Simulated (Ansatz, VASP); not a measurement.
K in VASP and in Ansatz

```
K
1.0
    -2.55255    2.55255    2.61800
     2.55255   -2.55255    2.61800
     2.55255    2.55255   -2.61800
K
1
Direct
  0.00000 0.00000 0.00000
```

Change from the starting cell: strain -0.025 along x and y, +0.000 along z, atoms carried along.

Alike in both runs: task single point; functional PBEsol; k mesh 14 × 14 × 14; occupations gaussian, width 0.15 eV; no spin polarisation.

|  | VASP | Ansatz |
| --- | --- | --- |
| version | VASP 6.6.1 | Ansatz 0.2.0 |
| potentials or method | VASP PAW PBE potentials, release 64 (K_sv), cutoff 520 eV | scalar-relativistic, plane waves, PAW |
| valence electrons in the cell | 9 | 9 |

Ansatz gave:

| Item | Value |
| --- | --- |
| gap on the k mesh at the Fermi level (eV) | none |
| pressure (GPa) | 0.2 |

**Question.** What did VASP give for the same quantities?

**Answer.** gap on the k mesh at the Fermi level (eV): none; pressure (GPa): 0.1.

VASP's potentials were made for PBE, not for PBEsol. A gap of «none» marks a metal or a gap that the smearing closes. With one functional, cell and mesh, what is left measures potentials, basis and numerics.
